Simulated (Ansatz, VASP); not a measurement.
**One calculation of Tl, two programs**

```
Tl
1.0
    -2.02712    2.02712    1.98737
     2.02712   -2.02712    1.98737
     2.02712    2.02712   -1.98737
Tl
1
Cartesian
  0.0000 0.0000 0.0000
```

Change from the starting cell: x and y stretched by +2 %, z held.

Alike in both runs: task single point; functional PBE; k mesh 12 × 12 × 12; occupations fermi-dirac, width 0.05 eV; no spin polarisation.

```csv
,VASP,Ansatz
version,VASP 6.6.1,Ansatz 0.2.0
potentials or method,"VASP PAW PBE potentials, release 64 (Tl_d), cutoff 520 eV","all-electron LAPW, scalar-relativistic"
```

|  | VASP | Ansatz | Ansatz less VASP |
| --- | --- | --- | --- |
| pressure (GPa) | -1.0 | -0.9 | +0.06 |
| traceless stress, the component that is largest in VASP (GPa) | -0.18 | -0.18 | 0.000 |

Ansatz ran all-electron here, and VASP with PAW potentials.

Spin-orbit coupling is off throughout.
